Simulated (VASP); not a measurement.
BAs, 2 atoms in the cell. It takes space group F-43m (No. 216, cubic). The conventional cell has a = 4.792 Å, b = 4.792 Å, c = 4.792 Å, α = 90.00°, β = 90.00°, γ = 90.00°. Within 2.7 Å of B (site symmetry -43m) lie 4 As at 2.07 Å. As (site symmetry -43m) has 4 B at 2.07 Å within 2.7 Å.  This cell differs from its parent crystal: strained.

| Property | Result |
| --- | --- |
| Program | VASP 6.6.1 |
| Task | single point |
| Functional | PBEsol |
| Potentials or basis | VASP PAW PBE potentials, release 64 (B, As) |
| Cutoff | 520 eV |
| k mesh | 10 × 10 × 10 |
| Occupations | gaussian, width 0.02 eV |
| Spin | no spin polarisation |
| Dipole correction | no |
| Further INCAR settings | ALGO = Normal; EDIFF = 1e-06; NBANDS = 11 |

Potentials or basis: VASP PAW PBE potentials, release 64 (B, As).

The run is started by

```sh
$ cat potpaw_PBE.64/B/POTCAR potpaw_PBE.64/As/POTCAR > POTCAR
$ mpirun -np 1 vasp_std > vasp.out
```

Hardware: 1 thread of AMD EPYC 9R45 (shared host).

**Question.** Estimate the wall time of this run.

**Answer.** It took 27 s on 1 thread of AMD EPYC 9R45, on a shared host, peak memory 0.13 GiB. Counts: scf iterations 12, k points 47.
